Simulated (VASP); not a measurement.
# Pt (Im-3m) in VASP: further runs, part 2 of 2

VASP 6.6.1. Earlier steps stand in the parts before.

## (3) Single point, PBE0

This run uses another cell than the first one, of 16.22 Å³/atom, 1.020 times its volume.

Contents of POSCAR:

```
Pt
1.0
   -1.5947118289      1.5947118289      1.5947118289
    1.5947118289     -1.5947118289      1.5947118289
    1.5947118289      1.5947118289     -1.5947118289
Pt
1
Direct
    0.0000000000      0.0000000000      0.0000000000
```

Contents of INCAR.step1:

```
SYSTEM = Pt
PREC = Accurate ; ENCUT = 520
EDIFF = 1E-5 ; ISMEAR = -1
SIGMA = 0.05 ; LREAL = .False.
LASPH = .True. ; NELM = 60
ALGO = Normal ; ISIF = 2
LWAVE = .True. ; NBANDS = 11
GGA = PE
```

Contents of INCAR.step2:

```
SYSTEM = Pt
PREC = Accurate ; ENCUT = 520
EDIFF = 1E-6 ; ISMEAR = -1
SIGMA = 0.05 ; LREAL = .False.
LASPH = .True. ; NELM = 60
ALGO = Normal ; ISIF = 2
LWAVE = .False. ; LCHARG = .True.
GGA = PE ; LHFCALC = .True.
AEXX = 0.25 ; PRECFOCK = Normal
LELF = .True. ; LVHAR = .True.
NBANDS = 11 ; ISTART = 1
```

Contents of KPOINTS:

```
regular mesh
0
Gamma
  6 6 6
  0 0 0
```

Potentials or basis: VASP PAW PBE potentials, release 64 (Pt).

Run with:

```console
$ cat potpaw_PBE.64/Pt/POTCAR > POTCAR
$ cp INCAR.step1 INCAR
$ mpirun -np 1 vasp_std > vasp.out
$ cp INCAR.step2 INCAR
$ mpirun -np 1 vasp_std > vasp.out
```

OUTCAR:

```text
SYSTEM = Pt
   PREC = Accurate
   ENCUT = 520
   EDIFF = 1E-6
   ISMEAR = -1
   LREAL = .False.
   LASPH = .True.
   NELM = 60
   ISIF = 2
   GGA = PE
   LHFCALC = .True.
   AEXX = 0.25
   PRECFOCK = Normal
   ISTART = 1

 ion  position               nearest neighbor table
   1  0.000  0.000  0.000-

  LATTYP: Found a body centered cubic cell.
 ALAT       =     3.1894236578

  Lattice vectors:

 A1 = (  -1.5947118289,   1.5947118289,   1.5947118289)
 A2 = (   1.5947118289,  -1.5947118289,   1.5947118289)
 A3 = (   1.5947118289,   1.5947118289,  -1.5947118289)

Analysis of symmetry for initial positions (statically):
=====================================================================
 Subroutine PRICEL returns:
 Original cell was already a primitive cell.

 Routine SETGRP: Setting up the symmetry group for a
 body centered cubic supercell.

 Subroutine GETGRP returns: Found 48 space group operations
[... 9 lines left out ...]

 Routine SETGRP: Setting up the symmetry group for a
 body centered cubic supercell.

 Subroutine GETGRP returns: Found 48 space group operations
[... 152 lines left out ...]
 fundamental gap:      0.9434022233
 Fermi energy:         9.1723965407

 k-point     1 :       0.0000    0.0000    0.0000
  band No.  band energies     occupation
      1      -1.1675      2.00000
      2       4.8642      2.00000
      3       4.8642      2.00000
      4       4.8642      2.00000
      5       7.2046      2.00000
      6       7.2046      2.00000
      7      28.0525      0.00000
      8      28.0525      0.00000
      9      28.0525      0.00000
     10      37.9688      0.00000
     11      37.9688      0.00000
[... 197 lines left out ...]
 k-point    16 :       0.5000    0.5000    0.5000
  band No.  band energies     occupation
      1       2.0184      2.00000
      2       2.0184      2.00000
      3      10.1459      0.00000
      4      10.1459      0.00000
      5      10.1459      0.00000
      6      18.2038      0.00000
      7      18.2038      0.00000
      8      18.2038      0.00000
      9      23.8059      0.00000
     10      29.6654      0.00000
     11      29.6654      0.00000

------------------------ aborting loop because EDIFF is reached ----------------------------------------

  FORCE on cell =-STRESS in cart. coord.  units (eV):
  Direction    XX          YY          ZZ          XY          YZ          ZX
  --------------------------------------------------------------------------------------
  -------------------------------------------------------------------------------------
  Total       -1.3024739     -1.3024739     -1.3024739      0.0000000     -0.0000000      0.0000000
  in kB     -128.6390960   -128.6390960   -128.6390960      0.0000000     -0.0000000      0.0000000
  external PRESSURE =    -128.6390960 kB  Pullay stress =       0.0000000 kB

 VOLUME and BASIS-vectors are now :
 -----------------------------------------------------------------------------
  energy-cutoff  :      520.00
  volume of cell :       16.22
      direct lattice vectors                 reciprocal lattice vectors
    -1.594711829  1.594711829  1.594711829     0.000000000  0.313536271  0.313536271
     1.594711829 -1.594711829  1.594711829     0.313536271  0.000000000  0.313536271
     1.594711829  1.594711829 -1.594711829     0.313536271  0.313536271  0.000000000

 POSITION                                       TOTAL-FORCE (eV/Angst)
 -----------------------------------------------------------------------------------
      0.00000      0.00000      0.00000        -0.000000      0.000000      0.000000
 -----------------------------------------------------------------------------------
    total drift:                                0.000001      0.000000      0.000000

  FREE ENERGIE OF THE ION-ELECTRON SYSTEM (eV)
  ---------------------------------------------------
  free  energy   TOTEN  =        -7.3778281204 eV

  energy  without entropy=       -7.3746402819  energy(sigma->0) =       -7.37623420
```

OUTCAR.step1:

```text
SYSTEM = Pt
   PREC = Accurate
   ENCUT = 520
   EDIFF = 1E-5
   ISMEAR = -1
   LREAL = .False.
[... 433 lines left out ...]
 -----------------------------------------------------------------------------------
      0.00000      0.00000      0.00000         0.000000     -0.000000     -0.000000
 -----------------------------------------------------------------------------------
    total drift:                               -0.000000      0.000000     -0.000000

  FREE ENERGIE OF THE ION-ELECTRON SYSTEM (eV)
  ---------------------------------------------------
  free  energy   TOTEN  =        -5.9978311622 eV

  energy  without entropy=       -5.9910514770  energy(sigma->0) =       -5.99444132
```

OSZICAR.step1:

```text
N       E                     dE             d eps       ncg     rms          rms(c)
DAV:   1     0.408666083115E+02    0.40867E+02   -0.53894E+03   360   0.847E+02
DAV:   2    -0.571591919344E+01   -0.46583E+02   -0.44776E+02   397   0.179E+02
DAV:   3    -0.633190514978E+01   -0.61599E+00   -0.61423E+00   416   0.200E+01
DAV:   4    -0.633396781834E+01   -0.20627E-02   -0.20626E-02   403   0.133E+00
DAV:   5    -0.633398547948E+01   -0.17661E-04   -0.17661E-04   423   0.116E-01    0.101E+01
DAV:   6    -0.602111540265E+01    0.31287E+00   -0.79357E-01   391   0.698E+00    0.540E+00
DAV:   7    -0.600040724889E+01    0.20708E-01   -0.55565E-02   397   0.182E+00    0.248E+00
DAV:   8    -0.599794783973E+01    0.24594E-02   -0.16759E-03   394   0.277E-01    0.205E-01
DAV:   9    -0.599782764463E+01    0.12020E-03   -0.58490E-04   397   0.189E-01    0.144E-02
DAV:  10    -0.599783116216E+01   -0.35175E-05   -0.44555E-06   254   0.240E-02
   1 F= -.59978312E+01 E0= -.59944413E+01  d E =-.677969E-02
```

Wall time 3.6 min (1 thread of Intel Xeon Platinum 8488C (Sapphire Rapids), shared host); peak memory 0.14 GiB.

Results:

- Free energy: -7.3778 eV
- Pressure: -12.9 GPa
- Band gap on the k mesh: zero (band 5 reaches 10.59 eV, above the bottom of band 6 at 7.20 eV)

Levels at points of the mesh, in eV from the Fermi level:
```tsv
k point	band 3	band 4	band 5	band 6	band 7	band 8
(0.00, 0.00, 0.00)	-4.31	-4.31	-1.97	-1.97	18.88	18.88
(0.50, 0.00, 0.00)	-2.04	-1.51	0.95	1.53	7.70	14.89
(0.50, 0.50, 0.50)	0.97	0.97	0.97	9.03	9.03	9.03
```

Caveat: the k points lie up to 0.46 Å⁻¹ apart; the PAW data sets were made with another functional, which shifts forces and pressure a little; spin-orbit coupling is left out, which moves the levels of the heavy elements.
